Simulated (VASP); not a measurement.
A run of VASP 6.6.1 is set up as follows.

Contents of POSCAR:

```
Ca
1.0
   -2.2130649100      2.2130649100      2.2130649100
    2.2130649100     -2.2130649100      2.2130649100
    2.2130649100      2.2130649100     -2.2130649100
Ca
1
Direct
    0.0000000000      0.0000000000      0.0000000000
```

INCAR.step1

```
ALGO = Normal ; EDIFF = 1E-4
ENCUT = 520 ; GGA = PE
ISMEAR = 0 ; LASPH = T
LCHARG = F ; LREAL = F
LWAVE = T ; NBANDS = 11
NELM = 60 ; PREC = Accurate
SIGMA = 0.1
```

File INCAR.step2:

```
ALGO = Normal ; EDIFF = 1E-6
ENCUT = 520 ; ISIF = 2
ISMEAR = 0 ; ISTART = 1
LASPH = T ; LCHARG = T
LELF = T ; LMIXTAU = T
LREAL = F ; LVHAR = T
LWAVE = F ; METAGGA = R2SCAN
NBANDS = 11 ; NELM = 60
PREC = Accurate ; SIGMA = 0.1
```

Contents of KPOINTS:

```
k-points
0
Gamma
  18 18 18
```

Potentials or basis: VASP PAW PBE potentials, release 64 (Ca_sv).

The run is started by

```bash
$ cat potpaw_PBE.64/Ca_sv/POTCAR > POTCAR
$ cp INCAR.step1 INCAR
$ mpirun -np 1 vasp_std > vasp.out
$ cp INCAR.step2 INCAR
$ mpirun -np 1 vasp_std > vasp.out
```

**Question.** What does it give for the band gap on the k mesh?

**Answer.** Zero (band 5 reaches 2.22 eV, above the bottom of band 6 at 1.78 eV).

**Question.** Predict the pressure.

**Answer.** 0.0 GPa.

Caveat: the PAW data sets were made with another functional, which shifts forces and pressure a little.
